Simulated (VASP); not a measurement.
# MnO2 (P4_2/mnm) in VASP: relaxation of shape and atoms at fixed volume with PBE+U

Aim: the relaxation of shape and atoms at fixed volume of MnO2 with PBE+U.

All numbers are computed with VASP 6.6.1; they aren't measurements. Logs are shortened: lines on timing, memory, paths and dates and some standing lists are left out, and cuts for length are marked.

## (1) The cell of the first run

The structure is tetragonal, space group P4_2/mnm (No. 136). The conventional cell has a = 4.458 Å, b = 4.458 Å, c = 2.944 Å, α = 90.00°, β = 90.00°, γ = 90.00°. Within 2.5 Å of Mn (site symmetry mmm) lie 6 O at 1.91 to 1.93 Å. Within 2.5 Å of O (site symmetry m2m) lie 3 Mn at 1.91 to 1.93 Å and 1 O at 2.45 Å.

## (2) Relaxation of shape and atoms at fixed volume, PBE+U, collinear spin, ferromagnetic start

The input, INCAR:

```
PREC = Accurate
ENCUT = 600
EDIFF = 1E-7
ISMEAR = 0
SIGMA = 0.05
LREAL = F
LASPH = T
NELM = 200
ALGO = Normal
ISIF = 4
LWAVE = F
LCHARG = F
ISPIN = 2
MAGMOM = 3.06 3.06 0 0 0 0
LORBIT = 11
LMAXMIX = 4
LDAU = T
LDAUTYPE = 2
LDAUL = 2 -1
LDAUU = 3.9 0
LDAUJ = 0 0
LDAUPRINT = 1
GGA = PE
IBRION = 2
NSW = 60
EDIFFG = -0.01
GGA_COMPAT = F
NELMIN = 4
```

The input, KPOINTS:

```
Automatic mesh
0
Gamma
  6 6 8
```

The input, POSCAR:

```
MnO2
1.0
    4.4580738614      0.0000000000      0.0000000000
    0.0000000000      4.4580738614      0.0000000000
    0.0000000000      0.0000000000      2.9444247793
Mn O
2 4
Direct
    0.0000000000      0.0000000000      0.0000000000
    0.5000000000      0.5000000000      0.5000000000
    0.3060671878      0.3060671878      0.0000000000
    0.1939328122      0.8060671878      0.5000000000
    0.6939328122      0.6939328122      0.0000000000
    0.8060671878      0.1939328122      0.5000000000
```

Potentials or basis: VASP PAW PBE potentials, release 64 (Mn_pv, O).

Run with:

```bash
$ cat potpaw_PBE.64/Mn_pv/POTCAR potpaw_PBE.64/O/POTCAR > POTCAR
$ mpirun -np 1 vasp_std > vasp.out
```

OUTCAR:

```text
PREC = Accurate
   ENCUT = 600
   EDIFF = 1E-7
   ISMEAR = 0
   LREAL = F
   LASPH = T
   NELM = 200
   ISIF = 4
   ISPIN = 2
   LORBIT = 11
   GGA = PE
   IBRION = 2
   NSW = 60
   EDIFFG = -0.01
   NELMIN = 4

 ion  position               nearest neighbor table
   1  0.000  0.000  0.000-   4 1.91   6 1.91   4 1.91   6 1.91   5 1.93   3 1.93
   2  0.500  0.500  0.500-   3 1.91   5 1.91   3 1.91   5 1.91   4 1.93   6 1.93
   3  0.306  0.306  0.000-   2 1.91   2 1.91   1 1.93
   4  0.194  0.806  0.500-   1 1.91   1 1.91   2 1.93
   5  0.694  0.694  0.000-   2 1.91   2 1.91   1 1.93
   6  0.806  0.194  0.500-   1 1.91   1 1.91   2 1.93

  LATTYP: Found a simple tetragonal cell.
 ALAT       =     4.4580738614
 C/A-ratio  =     0.6604701651

  Lattice vectors:

 A1 = (   4.4580738614,   0.0000000000,   0.0000000000)
 A2 = (   0.0000000000,   4.4580738614,   0.0000000000)
 A3 = (   0.0000000000,   0.0000000000,   2.9444247793)

Analysis of symmetry for initial positions (statically):
=====================================================================
 Subroutine PRICEL returns:
 Original cell was already a primitive cell.

 Routine SETGRP: Setting up the symmetry group for a
 simple tetragonal supercell.

 Subroutine GETGRP returns: Found 16 space group operations
 (whereof  8 operations were pure point group operations)
 out of a pool of 16 trial point group operations.

The static configuration has the point symmetry D_2h.
 The point group associated with its full space group is D_4h.

Analysis of symmetry for dynamics (positions and initial velocities):
=====================================================================
 Subroutine PRICEL returns:
 Original cell was already a primitive cell.

 Routine SETGRP: Setting up the symmetry group for a
 simple tetragonal supercell.

 Subroutine GETGRP returns: Found 16 space group operations
 (whereof  8 operations were pure point group operations)
 out of a pool of 16 trial point group operations.

The dynamic configuration has the point symmetry D_2h.
 The point group associated with its full space group is D_4h.

Analysis of structural, dynamic, and magnetic symmetry:
=====================================================================
 Subroutine PRICEL returns:
 Original cell was already a primitive cell.

 Routine SETGRP: Setting up the symmetry group for a
 simple tetragonal supercell.

 Subroutine GETGRP returns: Found 16 space group operations
 (whereof  8 operations were pure point group operations)
 out of a pool of 16 trial point group operations.

The overall configuration has the point symmetry D_2h.
 The point group associated with its full space group is D_4h.

 Subroutine INISYM returns: Found 16 space group operations
 (whereof  8 operations are pure point group operations),
 and found     1 'primitive' translations

----------------------------------------------------------------------------------------

                                     Primitive cell

  volume of cell :      58.5187

  direct lattice vectors                    reciprocal lattice vectors
     4.458073861  0.000000000  0.000000000     0.224312120  0.000000000  0.000000000
     0.000000000  4.458073861  0.000000000     0.000000000  0.224312120  0.000000000
[... 210 lines left out ...]
  o =  0.2876  v =  0.0000  0.0000  0.0000  0.0000  0.0000 -0.8309 -0.0000  0.5564  0.0000  0.0000      0.0000  0.0000  0.0000  0.0000  0.0000  0.0000  0.0000  0.0000  0.0000  0.0000
  o =  0.3174  v =  0.0000  0.0000  0.0000  0.0000  0.0000  0.0000 -0.7071 -0.0000  0.7071  0.0000      0.0000  0.0000  0.0000  0.0000  0.0000  0.0000  0.0000  0.0000  0.0000  0.0000
  o =  0.5241  v =  0.0000  0.7071  0.0000 -0.7071  0.0000  0.0000  0.0000  0.0000  0.0000  0.0000      0.0000  0.0000  0.0000  0.0000  0.0000  0.0000  0.0000  0.0000  0.0000  0.0000
  o =  0.5349  v =  0.8514  0.0000 -0.5246  0.0000 -0.0000  0.0000  0.0000  0.0000  0.0000  0.0000      0.0000  0.0000  0.0000  0.0000  0.0000  0.0000  0.0000  0.0000  0.0000  0.0000
  o =  0.9528  v =  0.5246 -0.0000  0.8514  0.0000  0.0000  0.0000  0.0000  0.0000  0.0000  0.0000      0.0000  0.0000  0.0000  0.0000  0.0000  0.0000  0.0000  0.0000  0.0000  0.0000
  o =  0.9635  v =  0.0000  0.7071  0.0000  0.7071  0.0000  0.0000  0.0000  0.0000  0.0000  0.0000      0.0000  0.0000  0.0000  0.0000  0.0000  0.0000  0.0000  0.0000  0.0000  0.0000
  o =  0.9701  v =  0.0000  0.0000  0.0000  0.0000 -1.0000  0.0000  0.0000  0.0000  0.0000  0.0000      0.0000  0.0000  0.0000  0.0000  0.0000  0.0000  0.0000  0.0000  0.0000  0.0000

atom =   2  type =  1  l = 2

 onsite density matrix

spin component  1

  0.6499  0.0000 -0.1866  0.0000  0.0000
  0.0000  0.7438  0.0000 -0.2197  0.0000
 -0.1866  0.0000  0.8378  0.0000 -0.0000
  0.0000 -0.2197  0.0000  0.7438  0.0000
  0.0000  0.0000 -0.0000  0.0000  0.9701

spin component  2

  0.2171  0.0000  0.1053  0.0000  0.0000
  0.0000  0.2077  0.0000  0.1097  0.0000
  0.1053  0.0000  0.1304  0.0000  0.0000
  0.0000  0.1097  0.0000  0.2077  0.0000
  0.0000  0.0000  0.0000  0.0000  0.1042

 occupancies and eigenvectors

  o =  0.0599  v =  0.0000  0.0000  0.0000  0.0000  0.0000 -0.5564  0.0000  0.8309  0.0000 -0.0000      0.0000  0.0000  0.0000  0.0000  0.0000  0.0000  0.0000  0.0000  0.0000  0.0000
  o =  0.0981  v =  0.0000  0.0000  0.0000  0.0000  0.0000  0.0000  0.7071  0.0000 -0.7071  0.0000      0.0000  0.0000  0.0000  0.0000  0.0000  0.0000  0.0000  0.0000  0.0000  0.0000
  o =  0.1042  v =  0.0000  0.0000  0.0000  0.0000  0.0000 -0.0000 -0.0000  0.0000  0.0000  1.0000      0.0000  0.0000  0.0000  0.0000  0.0000  0.0000  0.0000  0.0000  0.0000  0.0000
  o =  0.2876  v =  0.0000  0.0000  0.0000  0.0000  0.0000 -0.8309  0.0000 -0.5564  0.0000 -0.0000      0.0000  0.0000  0.0000  0.0000  0.0000  0.0000  0.0000  0.0000  0.0000  0.0000
  o =  0.3174  v =  0.0000  0.0000  0.0000  0.0000  0.0000  0.0000 -0.7071  0.0000 -0.7071 -0.0000      0.0000  0.0000  0.0000  0.0000  0.0000  0.0000  0.0000  0.0000  0.0000  0.0000
  o =  0.5241  v =  0.0000 -0.7071  0.0000 -0.7071 -0.0000  0.0000  0.0000  0.0000  0.0000  0.0000      0.0000  0.0000  0.0000  0.0000  0.0000  0.0000  0.0000  0.0000  0.0000  0.0000
  o =  0.5349  v = -0.8514  0.0000 -0.5246  0.0000  0.0000  0.0000  0.0000  0.0000  0.0000  0.0000      0.0000  0.0000  0.0000  0.0000  0.0000  0.0000  0.0000  0.0000  0.0000  0.0000
  o =  0.9528  v = -0.5246  0.0000  0.8514  0.0000 -0.0000  0.0000  0.0000  0.0000  0.0000  0.0000      0.0000  0.0000  0.0000  0.0000  0.0000  0.0000  0.0000  0.0000  0.0000  0.0000
  o =  0.9635  v =  0.0000  0.7071  0.0000 -0.7071  0.0000  0.0000  0.0000  0.0000  0.0000  0.0000      0.0000  0.0000  0.0000  0.0000  0.0000  0.0000  0.0000  0.0000  0.0000  0.0000
  o =  0.9701  v =  0.0000 -0.0000  0.0000  0.0000  1.0000  0.0000  0.0000  0.0000  0.0000  0.0000      0.0000  0.0000  0.0000  0.0000  0.0000  0.0000  0.0000  0.0000  0.0000  0.0000

--------------------------------------- Ionic step        2  -------------------------------------------

 number of electron      49.9999968 magnetization       6.0756943

 Free energy of the ion-electron system (eV)
  ---------------------------------------------------
  ext. energy  EPLUGINS =         0.00000000
  ---------------------------------------------------
  free energy    TOTEN  =       -42.38652932 eV

  energy without entropy =      -42.38544595  energy(sigma->0) =      -42.38598764

 E-fermi :   4.3785     XC(G=0): -11.7203

 val. band max:        4.3658677630   @ k =   0.1667   0.0000   0.1250
 cond. band min:       4.3851433609   @ k =   0.5000   0.0000   0.5000
 fundamental gap:      0.0192755979
 Fermi energy:         4.3784990061

 spin component 1

 k-point     1 :       0.0000    0.0000    0.0000
  band No.  band energies     occupation
      1     -46.4277      1.00000
      2     -46.4217      1.00000
      3     -46.3962      1.00000
      4     -46.3962      1.00000
      5     -46.3439      1.00000
      6     -46.3439      1.00000
[... 1721 lines left out ...]
     32       9.1286      0.00000
     33      16.0580      0.00000

 [... further k-points ...]

------------------------ aborting loop because EDIFF is reached ----------------------------------------

  FORCE on cell =-STRESS in cart. coord.  units (eV):
  Direction    XX          YY          ZZ          XY          YZ          ZX
  --------------------------------------------------------------------------------------
  -------------------------------------------------------------------------------------
  Total        0.0528494      0.0528494     -0.0085530      0.0000000      0.0000000      0.0000000
  in kB        1.4469562      1.4469562     -0.2341720      0.0000000      0.0000000      0.0000000
  external PRESSURE =       0.8865802 kB  Pullay stress =       0.0000000 kB

 VOLUME and BASIS-vectors are now :
 -----------------------------------------------------------------------------
  energy-cutoff  :      600.00
  volume of cell :       58.52
      direct lattice vectors                 reciprocal lattice vectors
     4.460014527 -0.000000000  0.000000000     0.224214516  0.000000000  0.000000000
     0.000000000  4.460014527  0.000000000     0.000000000  0.224214516  0.000000000
     0.000000000  0.000000000  2.941862949     0.000000000  0.000000000  0.339920662

 POSITION                                       TOTAL-FORCE (eV/Angst)
 -----------------------------------------------------------------------------------
      4.46001     -0.00000      0.00000         0.000000      0.000000      0.000000
      2.23001      2.23001      1.47093         0.000000      0.000000      0.000000
      1.36448      1.36448      0.00000        -0.002816     -0.002816      0.000000
      0.86552      3.59449      1.47093         0.002816     -0.002816      0.000000
      3.09553      3.09553      0.00000         0.002816      0.002816      0.000000
      3.59449      0.86552      1.47093        -0.002816      0.002816      0.000000
 -----------------------------------------------------------------------------------
    total drift:                               -0.000000      0.000000     -0.000000

  FREE ENERGIE OF THE ION-ELECTRON SYSTEM (eV)
  ---------------------------------------------------
  free  energy   TOTEN  =       -42.3865293220 eV

  energy  without entropy=      -42.3854459523  energy(sigma->0) =      -42.38598764

 reached required accuracy - stopping structural energy minimisation

 total charge

# of ion       s       p       d       tot
------------------------------------------
    1        0.338   6.430   4.782  11.550
    2        0.338   6.430   4.782  11.550
    3        1.564   3.455   0.000   5.019
    4        1.564   3.455   0.000   5.019
    5        1.564   3.455   0.000   5.019
    6        1.564   3.455   0.000   5.019
--------------------------------------------------
tot          6.933  26.679   9.565  43.177

 magnetization (x)

# of ion       s       p       d       tot
------------------------------------------
    1        0.020   0.029   3.076   3.125
    2        0.020   0.029   3.076   3.125
    3       -0.002  -0.068   0.000  -0.070
    4       -0.002  -0.068   0.000  -0.070
    5       -0.002  -0.068   0.000  -0.070
    6       -0.002  -0.068   0.000  -0.070
--------------------------------------------------
tot          0.033  -0.215   6.151   5.969
```

It took 8.9 min on 1 thread of Oxide Virtual Turin-like, shared host; peak memory 0.28 GiB.

What came out:

| Quantity | Value |
| --- | --- |
| Free energy | -42.3865 eV |
| Energy gained by relaxing | 0.0 meV/atom |
| Ionic steps | 2 |
| Pressure after relaxing | 0.1 GPa |
| Largest force after relaxing | 0.004 eV/Å |
| Net moment | 6.08 μB per cell |
| Site moments | Mn +3.12; O -0.07 μB |
| Valence electrons inside the program's atomic spheres | Mn 11.55; O 5.02 |

Forces in eV/Å, atoms in the order of the input:
```
Mn   0.000  0.000  0.000
Mn   0.000  0.000  0.000
O   -0.003 -0.003  0.000
O    0.003 -0.003  0.000
O    0.003  0.003  0.000
O   -0.003  0.003  0.000
```

Stress tensor (GPa, compression positive):
```
 0.14  0.00  0.00
 0.00  0.14  0.00
 0.00  0.00 -0.02
```

Step by step:
```csv
step,energy change (eV),largest force (eV/Å),pressure (GPa),volume (Å³)
1,0.0000,0.0170,0.11,58.52
2,-0.0001,0.0040,0.09,58.52
```

Final structure:
```
CELL_PARAMETERS angstrom
4.46001 0.00000 0.00000
0.00000 4.46001 0.00000
0.00000 0.00000 2.94186
ATOMIC_POSITIONS crystal
Mn 0.00000 0.00000 0.00000
Mn 0.50000 0.50000 0.50000
O 0.30594 0.30594 0.00000
O 0.19406 0.80594 0.50000
O 0.69406 0.69406 0.00000
O 0.80594 0.19406 0.50000
```

Eigenvalues of the final occupation matrices:
```
    site  spin  trace               eigenvalues
site 1 d     1   3.95  0.52 0.53 0.95 0.96 0.97
site 1 d     2   0.87  0.06 0.10 0.10 0.29 0.32
site 2 d     1   3.95  0.52 0.53 0.95 0.96 0.97
site 2 d     2   0.87  0.06 0.10 0.10 0.29 0.32
```

Caveat: the run started ferromagnetic, and an antiferromagnetic order may lie lower in energy. The state reached can hang on the start; a lower one may exist.
